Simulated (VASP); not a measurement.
Here is a VASP 6.6.1 calculation.

The input INCAR:

```
PREC = Accurate
ENCUT = 520
EDIFF = 1E-7
ISMEAR = 0
SIGMA = 0.1
LREAL = F
LASPH = T
NELM = 60
ALGO = Normal
ISIF = 2
LWAVE = F
LCHARG = F
GGA = PE
NBANDS = 31
```

KPOINTS

```
Automatic mesh
0
Gamma
  6 6 1
```

File POSCAR:

```
Si4C
1.0
    2.8912222911     -0.0000000030      0.0000000000
   -1.4456111429      2.5038719536      0.0000000000
    0.0000000000      0.0000000000     21.8675149849
Si C
8 2
Direct
    0.3333333333      0.6666666667      0.8623268501
    0.3333333333      0.6666666667      0.0506173237
    0.3333333333      0.6666666667      0.2374146070
    0.3333333333      0.6666666667      0.3483440882
    0.6666666667      0.3333333333      0.7625853930
    0.6666666667      0.3333333333      0.9493826763
    0.6666666667      0.3333333333      0.1376731499
    0.6666666667      0.3333333333      0.6516559118
    0.3333333333      0.6666666667      0.7107735589
    0.6666666667      0.3333333333      0.2892264411
```

Potentials or basis: VASP PAW PBE potentials, release 64 (Si, C).

Run with:

```sh
$ cat potpaw_PBE.64/Si/POTCAR potpaw_PBE.64/C/POTCAR > POTCAR
$ mpirun -np 1 vasp_std > vasp.out
```

What does it give for the band gap on the k mesh?

Zero (band 20 reaches 12.11 eV, above the bottom of band 21 at 5.57 eV).

Predict the largest force.

0.038 eV/Å.

What does it give for the pressure?

0.1 GPa.

Forces on the atoms (eV/Å):
```
Si   0.000  0.000  0.005
Si   0.000  0.000  0.007
Si   0.000  0.000  0.038
Si   0.000  0.000 -0.033
Si   0.000  0.000 -0.038
Si   0.000  0.000 -0.007
Si   0.000  0.000 -0.005
Si   0.000  0.000  0.033
C    0.000  0.000  0.004
C    0.000  0.000 -0.004
```

Caveat: the k points lie up to 0.42 Å⁻¹ apart.
